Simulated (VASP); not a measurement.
A run of VASP 6.6.1 is set up as follows.

Contents of POSCAR:

```
Ta
1.0
   -1.6593948200      1.6593948200      1.6593948200
    1.6593948200     -1.6593948200      1.6593948200
    1.6593948200      1.6593948200     -1.6593948200
Ta
1
Direct
    0.0000000000      0.0000000000      0.0000000000
```

The input INCAR.step1:

```
SYSTEM = Ta
ALGO = Normal ; EDIFF = 1E-4
ENCUT = 520 ; GGA = PE
ISMEAR = 0 ; LASPH = .TRUE.
LCHARG = .FALSE. ; LREAL = .FALSE.
LWAVE = .TRUE. ; NBANDS = 12
NELM = 100 ; PREC = Accurate
SIGMA = 0.1
```

INCAR.step2

```
SYSTEM = Ta
ALGO = Normal ; EDIFF = 1E-6
ENCUT = 520 ; ISIF = 2
ISMEAR = 0 ; ISTART = 1
LASPH = .TRUE. ; LCHARG = .TRUE.
LELF = .TRUE. ; LMIXTAU = .TRUE.
LREAL = .FALSE. ; LVHAR = .TRUE.
LWAVE = .FALSE. ; METAGGA = R2SCAN
NBANDS = 12 ; NELM = 100
PREC = Accurate ; SIGMA = 0.1
```

File KPOINTS:

```
k-points
0
G
  18 18 18
  0 0 0
```

Potentials or basis: VASP PAW PBE potentials, release 64 (Ta_pv).

The run is started by

```bash
$ cat potpaw_PBE.64/Ta_pv/POTCAR > POTCAR
$ cp INCAR.step1 INCAR
$ mpirun -np 1 vasp_std > vasp.out
$ cp INCAR.step2 INCAR
$ mpirun -np 1 vasp_std > vasp.out
```

Problem. What does it give for the pressure?

Solution. -2.0 GPa.

Caveat: the PAW data sets were made with another functional, which shifts forces and pressure a little.
